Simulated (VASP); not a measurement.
A run of VASP 6.6.1 is set up as follows.

Contents of INCAR:

```
SYSTEM = Ti
  PREC = Accurate
  ENCUT = 520
  EDIFF = 1E-7
  ISMEAR = -1
  SIGMA = 0.1
  LREAL = .FALSE.
  LASPH = .TRUE.
  NELM = 80
  ALGO = Normal
  ISIF = 2
  LWAVE = .FALSE.
  LCHARG = .TRUE.
  LELF = .TRUE.
  LVHAR = .TRUE.
  NBANDS = 19
```

Contents of KPOINTS:

```
Automatic mesh
0
G
  11 11 11
  0 0 0
```

POSCAR

```
Ti
1.0
    0.0000000000      2.7157078791      2.7157078791
    2.7157078791      0.0000000000      2.7157078791
    2.7157078791      2.7157078791      0.0000000000
Ti
2
Direct
    0.1250000000      0.1250000000      0.1250000000
    0.8750000000      0.8750000000      0.8750000000
```

Potentials or basis: VASP PAW LDA potentials, release 64 (Ti_sv).

The run is started by

```sh
$ cat potpaw_LDA.64/Ti_sv/POTCAR > POTCAR
$ mpirun -np 1 vasp_std > vasp.out
```

Problem. What does it give for the pressure?

Solution. -1.0 GPa.

Problem. Predict the band gap on the k mesh.

Solution. Zero (band 12 reaches 6.44 eV, above the bottom of band 13 at 6.12 eV).
